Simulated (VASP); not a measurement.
# B2AsH2: single point with PBE

B2AsH2:

```
B H As
1.0
     3.31436    0.00000    0.00000
    -1.65718    2.87032    0.00000
     0.00000    0.00000    8.78139
B H As
2 2 1
Direct
  0.33333 0.66667 0.62145
  0.66667 0.33333 0.37855
  0.00000 0.00000 0.95727
  0.00000 0.00000 0.04273
  0.00000 0.00000 0.50000
```

The cell was built from a structure type or drawn by symmetry, and may not be a known phase.

```
Program                : VASP 6.6.1
Task                   : single point
Functional             : PBE
Potentials or basis    : VASP PAW PBE potentials, release 64 (B, H, As)
Cutoff                 : 520 eV
k mesh                 : 6 × 6 × 4
Occupations            : gaussian, width 0.1 eV
Spin                   : no spin polarisation
Dipole correction      : no
Further INCAR settings : ALGO = Normal; EDIFF = 1e-07; NBANDS = 14
```

```yaml
Pressure: 0.2 GPa
Largest_force: 0.034 eV/Å
Band_gap_on_the_k_mesh: zero (an odd number of electrons rules out a gap without spin polarisation)
```

Forces in eV/Å, atoms in the order of the input:
```
B    0.000  0.000  0.034
B    0.000  0.000 -0.034
H    0.000  0.000 -0.005
H    0.000  0.000  0.005
As   0.000  0.000  0.000
```

Levels at points of the mesh, in eV from the Fermi level:
| k point | band 4 | band 5 | band 6 | band 7 | band 8 | band 9 |
| --- | --- | --- | --- | --- | --- | --- |
| (0.00, 0.00, 0.00) | -1.54 | -0.60 | -0.60 | 1.25 | 1.25 | 1.58 |
| (0.50, 0.00, 0.00) | -4.32 | -3.69 | -3.45 | 0.73 | 0.90 | 2.11 |
| (0.00, 0.00, 0.50) | -1.78 | -0.60 | -0.60 | 1.25 | 1.25 | 1.97 |
| (0.50, 0.00, 0.50) | -4.15 | -3.69 | -3.45 | 0.76 | 0.88 | 2.11 |

Run time: 69 s on 1 thread of Intel Xeon 8259CL, with other jobs on the host, peak memory 0.23 GiB.

Caveat: the k points lie up to 0.36 Å⁻¹ apart, too coarse for converged energies and pressures of a metal; this functional lacks dispersion, which binds the layers, so the pressure and a relaxed spacing across them are unreliable.
